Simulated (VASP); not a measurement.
# MgO (Amm2) in VASP: a series of runs

The runs below take MgO through single point, with r2SCAN.

Program: VASP 6.6.1. These are calculated values, not measurements. Logs are shortened: lines on timing, memory, paths and dates and some standing lists are left out, and cuts for length are marked.

**1. The cell of the first run**

It takes space group Amm2 (No. 38, orthorhombic). Conventional cell: a = 4.186 Å, b = 3.484 Å, c = 6.035 Å, α = 90.00°, β = 90.00°, γ = 90.00°. Mg (site symmetry mm2) has 5 O at 1.86 to 2.10 Å within 2.5 Å. Within 2.6 Å of Mg (site symmetry mm2) lie 5 O at 1.94 to 2.16 Å. Within 2.6 Å of O (site symmetry mm2) lie 5 Mg at 1.94 to 2.16 Å. O (site symmetry mm2) has 5 Mg at 1.86 to 2.10 Å within 2.5 Å.

**2. Single point, r2SCAN**

File POSCAR:

```
MgO
1.0
    3.4841042127      0.0000000000      0.0000000000
   -1.7420521064      3.0173227576      0.0000000000
    0.0000000000      0.0000000000      4.1856875957
Mg O
2 2
Direct
    0.6666666667      0.3333333333      0.7500000000
    0.3333333333      0.6666666667      0.2500000000
    0.6915231391      0.3830462782      0.2500000000
    0.3581898058      0.7163796116      0.7500000000
```

File INCAR.step1:

```
ALGO = Normal
EDIFF = 1E-4
ENCUT = 520
GGA = PE
ISMEAR = 0
LASPH = True
LCHARG = False
LREAL = False
LWAVE = True
NBANDS = 16
NELM = 100
PREC = Accurate
SIGMA = 0.05
```

File INCAR.step2:

```
ALGO = Normal
EDIFF = 1E-6
ENCUT = 520
ISIF = 2
ISMEAR = 0
ISTART = 1
LASPH = True
LCHARG = False
LMIXTAU = True
LREAL = False
LWAVE = False
METAGGA = R2SCAN
NBANDS = 16
NELM = 100
PREC = Accurate
SIGMA = 0.05
```

File KPOINTS:

```
k-points
0
Gamma
  6 6 6
```

Potentials or basis: VASP PAW PBE potentials, release 64 (Mg, O).

Started as:

```bash
cat potpaw_PBE.64/Mg/POTCAR potpaw_PBE.64/O/POTCAR > POTCAR
cp INCAR.step1 INCAR
mpirun -np 1 vasp_std > vasp.out
cp INCAR.step2 INCAR
mpirun -np 1 vasp_std > vasp.out
```

OUTCAR:

```text
EDIFF = 1E-6
   ENCUT = 520
   ISIF = 2
   ISMEAR = 0
   ISTART = 1
   LASPH = True
   LREAL = False
   METAGGA = R2SCAN
   NELM = 100
   PREC = Accurate

 ion  position               nearest neighbor table
   1  0.667  0.333  0.750-   4 1.86   4 2.09   4 2.09   3 2.10   3 2.10   2 2.90   2 2.90   2 2.90
                             2 2.90   2 2.90   2 2.90
   2  0.333  0.667  0.250-   3 1.94   3 1.94   4 2.10   4 2.10   3 2.16   1 2.90   1 2.90   1 2.90
                             1 2.90   1 2.90   1 2.90
   3  0.692  0.383  0.250-   2 1.94   2 1.94   1 2.10   1 2.10   2 2.16
   4  0.358  0.716  0.750-   1 1.86   1 2.09   1 2.09   2 2.10   2 2.10

  LATTYP: Found a hexagonal cell.
 ALAT       =     3.4841042127
 C/A-ratio  =     1.2013669340

  Lattice vectors:

 A1 = (   3.4841042127,   0.0000000000,   0.0000000000)
 A2 = (  -1.7420521064,   3.0173227576,   0.0000000000)
 A3 = (   0.0000000000,   0.0000000000,   4.1856875957)

Analysis of symmetry for initial positions (statically):
=====================================================================
 Subroutine PRICEL returns:
 Original cell was already a primitive cell.

 Routine SETGRP: Setting up the symmetry group for a
 hexagonal supercell.

 Subroutine GETGRP returns: Found  4 space group operations
 (whereof  2 operations were pure point group operations)
 out of a pool of 24 trial point group operations.

The static configuration has the point symmetry C_1h.
 The point group associated with its full space group is C_2v.

Analysis of symmetry for dynamics (positions and initial velocities):
=====================================================================
 Subroutine PRICEL returns:
 Original cell was already a primitive cell.

 Routine SETGRP: Setting up the symmetry group for a
 hexagonal supercell.

 Subroutine GETGRP returns: Found  4 space group operations
 (whereof  2 operations were pure point group operations)
 out of a pool of 24 trial point group operations.

The dynamic configuration has the point symmetry C_1h.
 The point group associated with its full space group is C_2v.

 Subroutine INISYM returns: Found  4 space group operations
 (whereof  2 operations are pure point group operations),
 and found     1 'primitive' translations

----------------------------------------------------------------------------------------

                                     Primitive cell

  volume of cell :      44.0027

  direct lattice vectors                    reciprocal lattice vectors
     3.484104213  0.000000000  0.000000000     0.287017821  0.165709816  0.000000000
    -1.742052106  3.017322758  0.000000000     0.000000000  0.331419633  0.000000000
     0.000000000  0.000000000  4.185687596     0.000000000  0.000000000  0.238909373

  length of vectors
     3.484104213  3.484104213  4.185687596     0.331419633  0.331419633  0.238909373

  position of ions in fractional coordinates (direct lattice)
     0.666666667  0.333333333  0.750000000
     0.333333333  0.666666667  0.250000000
     0.691523139  0.383046278  0.250000000
     0.358189806  0.716379612  0.750000000

  ion indices of the primitive-cell ions
   primitive index   ion index
                 1           1
                 2           2
                 3           3
                 4           4

----------------------------------------------------------------------------------------

 KPOINTS: k-points

Automatic generation of k-mesh.
 Grid dimensions read from file:
 generate k-points for:    6    6    6

 Generating k-lattice:

  Cartesian coordinates                     Fractional coordinates (reciprocal lattice)
     0.047836304  0.027618303  0.000000000     0.166666667  0.000000000  0.000000000
     0.000000000  0.055236605  0.000000000     0.000000000  0.166666667  0.000000000
     0.000000000  0.000000000  0.039818229     0.000000000  0.000000000  0.166666667

  Length of vectors
     0.055236605  0.055236605  0.039818229

  Shift w.r.t. Gamma in fractional coordinates (k-lattice)
     0.000000000  0.000000000  0.000000000

 Subroutine IBZKPT returns following result:
 ===========================================

 Found     52 irreducible k-points:

 Following reciprocal coordinates:
            Coordinates               Weight
  0.000000  0.000000  0.000000      1.000000
  0.166667  0.000000  0.000000      4.000000
  0.000000  0.166667  0.000000      2.000000
  0.333333  0.000000  0.000000      4.000000
  0.000000  0.333333  0.000000      2.000000
  0.500000  0.000000  0.000000      2.000000
[... 16 lines left out ...]
  0.333333  0.166667  0.166667      8.000000
 -0.166667  0.500000  0.166667      8.000000
 [... further k-points ...]
   k-points           NKPTS =     52   k-points in BZ     NKDIM =     52   number of bands    NBANDS=     16
   number of dos      NEDOS =    301   number of ions     NIONS =      4
   total plane-waves  NPLWV =  25088
   dimension x,y,z NGX =    28 NGY =   28 NGZ =   32
   dimension x,y,z NGXF=    56 NGYF=   56 NGZF=   64
   ions per type =               2   2
   NGX,Y,Z   is equivalent  to a cutoff of  13.36, 13.36, 12.71 a.u.
   NGXF,Y,Z  is equivalent  to a cutoff of  26.72, 26.72, 25.42 a.u.
 SYSTEM =  unknown system
   PREC   = accura    normal or accurate (medium, high low for compatibility)
   ISTART =      1    job   : 0-new  1-cont  2-samecut
   ICHARG =      0    charge: 1-file 2-atom 10-const
   ISPIN  =      1    spin polarized calculation?
   LNONCOLLINEAR =      F non collinear calculations
   LSORBIT =      F    spin-orbit coupling
   LASPH  =      T    aspherical Exc in radial PAW
   ENCUT  =  520.0 eV  38.22 Ry    6.18 a.u.   6.48  6.48  7.78*2*pi/ulx,y,z
   NELM   =    100;   NELMIN=  2; NELMDL=  0     # of ELM steps
   EDIFF  = 0.1E-05   stopping-criterion for ELM
   LREAL  =      F    real-space projection
   EDIFFG = 0.1E-04   stopping-criterion for IOM
   NSW    =      0    number of steps for IOM
   IBRION =     -1    ionic relax: 0-MD 1-quasi-New 2-CG
   NFREE  =      0    steps in history (QN), initial steepest desc. (CG)
   ISIF   =      2    stress and relaxation
   ISYM   =      2    0-nonsym 1-usesym 2-fastsym
   POTIM  = 0.5000    time-step for ionic-motion
   TEBEG  =    0.0;   TEEND  =   0.0 temperature during run
   PSTRESS=    0.0 pullay stress
   NELECT =      16.0000    total number of electrons
   NUPDOWN=      -1.0000    fix difference up-down
   EMIN   =  10.00;   EMAX   =-10.00  energy-range for DOS
   EFERMI =   0.00;   METHOD = LEGACY
   ISMEAR =     0;   SIGMA  =   0.05  broadening in eV -4-tet -1-fermi 0-gaus
   EFERMI_NEDOS =   21; number of points for ismear=-14 and -15
   IALGO  =     38    algorithm
   IMIX   =      4    mixing-type and parameters
     AMIX     =   0.40;   BMIX     =  1.00
     AMIX_MAG =   1.60;   BMIX_MAG =  1.00
  volume/ion in A,a.u.               =      11.00        74.24
  Fermi-wavevector in a.u.,A,eV,Ry     =   1.168481  2.208109 18.576679  1.365347
  Thomas-Fermi vector in A             =   2.304967
   LORBIT       =      0    0 simple, 1 ext, 2 COOP (PROOUT), +10 PAW based schemes
   METAGGA = R2SCAN    functional components
   LHFCALC =     F    Hartree Fock is set to
   AEXX    =    0.0000 exact exchange contribution
   IVDW    =     0    specifies the selected vdW correction
   LEPSILON=     F    determine dielectric tensor
   LRPA    =     F    only Hartree local field effects (RPA)
 non-spin polarized calculation
 Gauss-broadening in eV      SIGMA  =   0.05
  energy-cutoff  :      520.00
  volume of cell :       44.00
 maximum number of plane-waves:      1204
 NGX is ok and might be reduce to    28
   NGX = 13   NGY = 13   NGZ = 15

 number of electron      16.0000003 magnetization

 Free energy of the ion-electron system (eV)
  ---------------------------------------------------
  ext. energy  EPLUGINS =         0.00000000
  ---------------------------------------------------
  free energy    TOTEN  =       -31.85664376 eV

  energy without entropy =      -31.85664376  energy(sigma->0) =      -31.85664376

 E-fermi :   1.7829     XC(G=0): -10.5553

 val. band max:        1.5811035144   @ k =   0.0000   0.0000   0.0000
 cond. band min:       5.6404246662   @ k =   0.0000   0.0000   0.0000
 fundamental gap:      4.0593211518
 Fermi energy:         1.7829208095

 k-point     1 :       0.0000    0.0000    0.0000
  band No.  band energies     occupation
      1     -16.3005      2.00000
      2     -14.9430      2.00000
      3      -2.0802      2.00000
      4      -0.1897      2.00000
      5      -0.1695      2.00000
      6       0.7700      2.00000
[... 8 lines left out ...]
     15      18.3736      0.00000
     16      18.4033      0.00000

 k-point     2 :       0.1667    0.0000    0.0000
  band No.  band energies     occupation
      1     -16.1703      2.00000
      2     -14.9670      2.00000
      3      -1.8647      2.00000
      4      -0.6436      2.00000
      5      -0.3332      2.00000
      6       0.2589      2.00000
[... 8 lines left out ...]
     15      17.2243      0.00000
     16      17.5972      0.00000

 k-point     3 :       0.0000    0.1667    0.0000
  band No.  band energies     occupation
      1     -16.1709      2.00000
      2     -14.9678      2.00000
      3      -1.8648      2.00000
      4      -0.6025      2.00000
      5      -0.3802      2.00000
      6       0.2621      2.00000
[... 8 lines left out ...]
     15      17.3730      0.00000
     16      17.5751      0.00000

 k-point     4 :       0.3333    0.0000    0.0000
  band No.  band energies     occupation
      1     -15.8538      2.00000
      2     -15.0658      2.00000
      3      -1.5680      2.00000
      4      -1.2927      2.00000
      5      -0.6369      2.00000
      6      -0.2164      2.00000
[... 8 lines left out ...]
     15      16.8252      0.00000
     16      17.4190      0.00000
[... 324 lines left out ...]
 k-point    22 :      -0.3333    0.1667    0.1667
  band No.  band energies     occupation
      1     -15.8756      2.00000
      2     -15.0811      2.00000
      3      -1.7278      2.00000
      4      -1.2412      2.00000
      5      -0.3622      2.00000
      6      -0.2174      2.00000
[... 8 lines left out ...]
     15      17.0223      0.00000
     16      17.9875      0.00000

 k-point    23 :       0.3333    0.1667    0.1667
  band No.  band energies     occupation
      1     -15.5866      2.00000
      2     -15.1952      2.00000
      3      -1.9759      2.00000
      4      -1.3199      2.00000
      5      -0.7796      2.00000
      6      -0.1218      2.00000
[... 8 lines left out ...]
     15      16.8645      0.00000
     16      18.1498      0.00000

 k-point    24 :      -0.1667    0.5000    0.1667
  band No.  band energies     occupation
      1     -15.5879      2.00000
      2     -15.1968      2.00000
      3      -1.9628      2.00000
      4      -1.3302      2.00000
      5      -0.7821      2.00000
      6      -0.1293      2.00000
[... 8 lines left out ...]
     15      16.8840      0.00000
     16      18.1577      0.00000

 [... further k-points ...]
[... 5 lines left out ...]
  --------------------------------------------------------------------------------------
  -------------------------------------------------------------------------------------
  Total        0.3620331      1.1111159     -0.3834596     -0.0000000      0.0000000      0.0000000
  in kB       13.1819350     40.4566780    -13.9620918     -0.0000000      0.0000000      0.0000000
  external PRESSURE =      13.2255071 kB  Pullay stress =       0.0000000 kB

 VOLUME and BASIS-vectors are now :
 -----------------------------------------------------------------------------
  energy-cutoff  :      520.00
  volume of cell :       44.00
      direct lattice vectors                 reciprocal lattice vectors
     3.484104213  0.000000000  0.000000000     0.287017821  0.165709816  0.000000000
    -1.742052106  3.017322758  0.000000000     0.000000000  0.331419633  0.000000000
     0.000000000  0.000000000  4.185687596     0.000000000  0.000000000  0.238909373

 POSITION                                       TOTAL-FORCE (eV/Angst)
 -----------------------------------------------------------------------------------
      1.74205      1.00577      3.13927        -0.000000      1.835968      0.000000
     -0.00000      2.01155      1.04642        -0.000000      1.105182      0.000000
      1.74205      1.15577      1.04642         0.000000     -1.097847      0.000000
     -0.00000      2.16155      3.13927         0.000000     -1.843303      0.000000
 -----------------------------------------------------------------------------------
    total drift:                                0.000004     -0.006870     -0.000000

  FREE ENERGIE OF THE ION-ELECTRON SYSTEM (eV)
  ---------------------------------------------------
  free  energy   TOTEN  =       -31.8566437638 eV

  energy  without entropy=      -31.8566437638  energy(sigma->0) =      -31.85664376
```

Wall time 1.8 min (1 thread of Intel Xeon Platinum 8259CL at 2.50GHz (Skylake/Cascade Lake), shared host); peak memory 0.18 GiB.

Results:

```yaml
Free_energy: -31.8566 eV
Pressure: 1.3 GPa
Largest_force: 1.843 eV/Å
Band_gap_on_the_k_mesh: 4.06 eV, direct
```

Forces in eV/Å, atoms in the order of the input:
```
Mg   0.000  1.836  0.000
Mg   0.000  1.105  0.000
O    0.000 -1.098  0.000
O    0.000 -1.843  0.000
```

Caveat: the cell differs from its parent crystal (all O atoms moved -0.150 Å, as atom 3 towards its neighbour atom 2 (Mg) at 2.012 Å); the PAW data sets were made with another functional, which shifts forces and pressure a little.

**3. Single point, r2SCAN**

POSCAR, as its differences from that of step 2:

```diff
@@ -10,3 +10,3 @@
     0.3333333333      0.6666666667      0.2500000000
-    0.6915231391      0.3830462782      0.2500000000
-    0.3581898058      0.7163796116      0.7500000000
+    0.6231678399      0.2463356798      0.2500000000
+    0.2898345065      0.5796690131      0.7500000000
```

File INCAR.step1:

```
PREC = Accurate ; ENCUT = 520
ISMEAR = 0 ; SIGMA = 0.05
LREAL = F ; LASPH = T
NELM = 80 ; NBANDS = 16
GGA = PE ; ALGO = Normal
EDIFF = 1E-4 ; LWAVE = T
LCHARG = F
```

File INCAR.step2:

```
PREC = Accurate ; ENCUT = 520
EDIFF = 1E-6 ; ISMEAR = 0
SIGMA = 0.05 ; LREAL = F
LASPH = T ; NELM = 80
ALGO = Normal ; ISIF = 2
LWAVE = F ; LCHARG = T
METAGGA = R2SCAN ; LMIXTAU = T
LELF = T ; LVHAR = T
NBANDS = 16 ; ISTART = 1
```

File KPOINTS:

```
Automatic mesh
0
Gamma
  6 6 6
```

Potentials or basis: VASP PAW PBE potentials, release 64 (Mg, O).

Started as:

```bash
cat potpaw_PBE.64/Mg/POTCAR potpaw_PBE.64/O/POTCAR > POTCAR
cp INCAR.step1 INCAR
mpirun -np 1 vasp_std > vasp.out
cp INCAR.step2 INCAR
mpirun -np 1 vasp_std > vasp.out
```

OUTCAR:

```text
PREC = Accurate
   ENCUT = 520
   EDIFF = 1E-6
   ISMEAR = 0
   LREAL = F
   LASPH = T
   NELM = 80
   ISIF = 2
   METAGGA = R2SCAN
   ISTART = 1

 ion  position               nearest neighbor table
   1  0.667  0.333  0.750-   4 1.89   4 1.89   3 2.11   3 2.11   4 2.27   2 2.90   2 2.90   2 2.90
                             2 2.90   2 2.90   2 2.90
   2  0.333  0.667  0.250-   3 1.75   4 2.11   4 2.11   3 2.15   3 2.15   1 2.90   1 2.90   1 2.90
                             1 2.90   1 2.90   1 2.90
   3  0.623  0.246  0.250-   2 1.75   1 2.11   1 2.11   2 2.15   2 2.15
[... 662 lines left out ...]
  --------------------------------------------------------------------------------------
  -------------------------------------------------------------------------------------
  Total        1.4534828      4.0490171     -0.5984334     -0.0000000      0.0000000      0.0000000
  in kB       52.9225486    147.4281725    -21.7894729     -0.0000000      0.0000000      0.0000000
  external PRESSURE =      59.5204161 kB  Pullay stress =       0.0000000 kB

 VOLUME and BASIS-vectors are now :
 -----------------------------------------------------------------------------
  energy-cutoff  :      520.00
  volume of cell :       44.00
      direct lattice vectors                 reciprocal lattice vectors
     3.484104213  0.000000000  0.000000000     0.287017821  0.165709816  0.000000000
    -1.742052106  3.017322758  0.000000000     0.000000000  0.331419633  0.000000000
     0.000000000  0.000000000  4.185687596     0.000000000  0.000000000  0.238909373

 POSITION                                       TOTAL-FORCE (eV/Angst)
 -----------------------------------------------------------------------------------
      1.74205      1.00577      3.13927         0.000000     -1.680741      0.000000
     -0.00000      2.01155      1.04642         0.000000     -4.173719      0.000000
      1.74205      0.74327      1.04642        -0.000000      4.193691      0.000000
     -0.00000      1.74905      3.13927        -0.000000      1.660769      0.000000
 -----------------------------------------------------------------------------------
    total drift:                               -0.000012      0.020316      0.000000

  FREE ENERGIE OF THE ION-ELECTRON SYSTEM (eV)
  ---------------------------------------------------
  free  energy   TOTEN  =       -31.3710109672 eV

  energy  without entropy=      -31.3710109672  energy(sigma->0) =      -31.37101097
```

OUTCAR.step1:

```text
PREC = Accurate
   ENCUT = 520
   ISMEAR = 0
   LREAL = F
[... 690 lines left out ...]
      1.74205      1.00577      3.13927         0.000000     -1.636518      0.000000
     -0.00000      2.01155      1.04642         0.000000     -4.119140      0.000000
      1.74205      0.74327      1.04642        -0.000000      4.133616      0.000000
     -0.00000      1.74905      3.13927        -0.000000      1.622042      0.000000
 -----------------------------------------------------------------------------------
    total drift:                               -0.000005     -0.007890     -0.000000

  FREE ENERGIE OF THE ION-ELECTRON SYSTEM (eV)
  ---------------------------------------------------
  free  energy   TOTEN  =       -22.9703726033 eV

  energy  without entropy=      -22.9703726033  energy(sigma->0) =      -22.97037260
```

OSZICAR.step1:

```text
N       E                     dE             d eps       ncg     rms          rms(c)
DAV:   1     0.621948637364E+02    0.62195E+02   -0.75785E+03  1664   0.891E+02
DAV:   2    -0.233022174628E+02   -0.85497E+02   -0.78481E+02  2368   0.198E+02
DAV:   3    -0.272487434021E+02   -0.39465E+01   -0.39364E+01  1808   0.442E+01
DAV:   4    -0.272645235786E+02   -0.15780E-01   -0.15780E-01  2016   0.326E+00
DAV:   5    -0.272646015111E+02   -0.77932E-04   -0.77932E-04  1872   0.219E-01    0.116E+01
DAV:   6    -0.230476155006E+02    0.42170E+01   -0.10967E+01  1704   0.258E+01    0.362E+00
DAV:   7    -0.229923444744E+02    0.55271E-01   -0.15377E-01  1688   0.319E+00    0.216E+00
DAV:   8    -0.229719905341E+02    0.20354E-01   -0.96654E-02  1768   0.331E+00    0.494E-01
DAV:   9    -0.229695975962E+02    0.23929E-02   -0.94717E-03  2080   0.859E-01    0.134E-01
DAV:  10    -0.229703377475E+02   -0.74015E-03   -0.94223E-04  1672   0.277E-01    0.233E-02
DAV:  11    -0.229703726033E+02   -0.34856E-04   -0.68675E-05  1304   0.733E-02
   1 F= -.22970373E+02 E0= -.22970373E+02  d E =-.320148E-13
```

Wall time 1.7 min (1 thread of Intel Xeon Platinum 8259CL at 2.50GHz (Skylake/Cascade Lake), shared host); peak memory 0.19 GiB.

Results:

```
Free energy            : -31.3710 eV
Pressure               : 6.0 GPa
Largest force          : 4.194 eV/Å
Band gap on the k mesh : 4.02 eV, direct
```

Forces on the atoms (eV/Å):
```
Mg   0.000 -1.681  0.000
Mg   0.000 -4.174  0.000
O    0.000  4.194  0.000
O    0.000  1.661  0.000
```

Caveat: the cell differs from its parent crystal (all O atoms moved +0.263 Å, as atom 3 towards its neighbour atom 2 (Mg) at 2.012 Å); the PAW data sets were made with another functional, which shifts forces and pressure a little.

[end of part 1 of 2]
